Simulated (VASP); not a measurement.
The system is BN.

```
B N
1.0
     2.53600    0.00000    0.00000
    -1.26800    2.19624    0.00000
     0.00000    0.00000    4.19900
B N
2 2
Direct
  0.66667 0.33333 0.00000
  0.33333 0.66667 0.50000
  0.66667 0.33333 0.37500
  0.33333 0.66667 0.87500
```

Base run:

```yaml
Program: VASP 6.6.1
Functional: LDA
Potentials_or_basis: VASP PAW LDA potentials, release 64 (B, N)
Cutoff: 600 eV
k_mesh: 12 × 12 × 7
Occupations: gaussian, width 0.01 eV
Spin: no spin polarisation
```

Its results: band gap on the k mesh 4.97 eV, indirect (least direct gap 8.22 eV); pressure -5.5 GPa; largest force 0.050 eV/Å.

Q: The run is repeated on the same cell with these changes: k mesh from 12 × 12 × 7 to 8 × 8 × 4. What comes out?

A: Band gap on the k mesh 5.29 eV, indirect (least direct gap 8.23 eV); pressure -5.5 GPa; largest force 0.049 eV/Å.

A k mesh can miss the band edges.
